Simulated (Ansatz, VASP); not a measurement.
# MnSb: VASP beside Ansatz

```
Sb Mn
1.0
     4.15700    0.00000    0.00000
    -2.07850    3.60007    0.00000
     0.00000    0.00000   11.53000
Sb Mn
4 4
Cartesian
  0.0000 2.4000 1.4412
  0.0000 2.4000 7.2062
  2.0785 1.2000 4.3237
  2.0785 1.2000 10.0887
  0.0000 0.0000 0.0000
  0.0000 0.0000 5.7650
  0.0000 0.0000 2.8825
  0.0000 0.0000 8.6475
```

Alike in both runs: task single point; functional LDA; k mesh 7 × 7 × 2; occupations fermi-dirac, width 0.1 eV; collinear spin.

|  | VASP | Ansatz |
| --- | --- | --- |
| version | VASP 6.6.1 | Ansatz 0.2.0 |
| potentials or method | VASP PAW LDA potentials, release 64 (Sb, Mn_pv), cutoff 520 eV | PAW, plane waves, scalar-relativistic |
| valence electrons in the cell | 72 | 120 |

|  | VASP | Ansatz | Ansatz less VASP |
| --- | --- | --- | --- |
| pressure (GPa) | -11.3 | -10.7 | +0.54 |
| traceless stress, the component that is largest in VASP (GPa) | -0.61 | -0.59 | +0.021 |
| net moment per atom (μB) | 1.59 | 1.62 | +0.035 |
| size of the moment on the site where the two differ most (μB) | 3.17 | 3.28 | +0.113 |

LDA's correlation is that of Perdew and Zunger in VASP and of Perdew and Wang (1992) in Ansatz. Site moments also hang on the region over which each program counts them. VASP's potentials hold 72 valence electrons a cell and Ansatz's 120, so a difference there can come from the potentials and not from the codes. Ansatz's warnings: stability check not made.

Neither program's run includes spin-orbit coupling.
